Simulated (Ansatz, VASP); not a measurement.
**Ru: VASP beside Ansatz**

File INCAR:

```
SYSTEM = Ru
ALGO     = Normal         ! electronic algorithm
EDIFF    = 1E-6           ! SCF threshold, eV
EDIFFG   = -0.01          ! ionic threshold
ENCUT    = 600            ! plane-wave cutoff, eV
GGA      = RP             ! functional
IBRION   = 2              ! ionic algorithm
ISIF     = 3              ! what is computed and relaxed
ISMEAR   = -1             ! smearing method
ISPIN    = 2              ! spin polarisation
LASPH    = .True.         ! aspherical terms in the spheres
LCHARG   = .False.        ! write CHGCAR
LMAXMIX  = 4              ! l up to which the mixer works
LORBIT   = 11             ! projections on sites
LREAL    = .False.        ! projectors in reciprocal space
LWAVE    = .False.        ! write WAVECAR
MAGMOM   = 1 1            ! initial moments
NELM     = 150            ! most SCF steps
NSW      = 80             ! ionic steps
PREC     = Accurate       ! precision mode
SIGMA    = 0.05           ! smearing width, eV
```

The input KPOINTS:

```
k-points
0
Gamma
  13 13 8
  0 0 0
```

File POSCAR:

```
Ru
1.0
    2.7038898633      0.0000000000      0.0000000000
   -1.3519449316      2.3416373106      0.0000000000
    0.0000000000      0.0000000000      4.2816800000
Ru
2
Direct
    0.3333333333      0.6666666667      0.2500000000
    0.6666666667      0.3333333333      0.7500000000
```

Input for Ansatz:

```yaml
crystal:
  lattice:
    - [2.7038898633, 0.0, 0.0]
    - [-1.3519449316, 2.3416373106, 0.0]
    - [0.0, 0.0, 4.28168]
  atoms:
    - { symbol: Ru, position: [0.3333333333, 0.6666666667, 0.25], spin: 1.0 }
    - { symbol: Ru, position: [0.6666666667, 0.3333333333, 0.75], spin: 1.0 }
hamiltonian:
  xc: rpbe
  pseudopotentials:
    kind: paw
    azcp:
      Ru: "pseudopotentials/Ru.paw.azcp"
basis:
  ecutwfc: 420
  fft_grid_basis: typed
kpoints:
  mp_grid: { grid: [13, 13, 8], shift: [0, 0, 0] }
magnetization:
  spin_polarized: true
scf:
  occupations: { method: fermi_dirac, width: 0.05 }
relax:
  max_steps: 60
  f_tol: 0.01
  cell: {}
```

Alike in both runs: task relaxation of cell and atoms; functional RPBE; k mesh 13 × 13 × 8; occupations fermi-dirac, width 0.05 eV; collinear spin.

|  | VASP | Ansatz |
| --- | --- | --- |
| version | VASP 6.6.1 | Ansatz 0.2.0 |
| potentials or method | VASP PAW PBE potentials, release 64 (Ru_pv), cutoff 600 eV | plane waves (420 eV) with PAW, scalar-relativistic |
| valence electrons in the cell | 28 | 32 |

|  | VASP | Ansatz | Ansatz less VASP |
| --- | --- | --- | --- |
| net moment per atom (μB) | 0.00 | 0.00 | 0.000 |
| relaxed volume (Å³/atom) | 13.96 | 13.97 | +0.006 |
| relaxed cell length with the largest relative difference (Å) | 2.737 | 2.737 | +0.0004 |

VASP's potentials were made for PBE, not for RPBE. VASP's potentials hold 28 valence electrons a cell and Ansatz's 32, so a difference there can come from the potentials and not from the codes. Ansatz's warnings: seeded moment not kept.
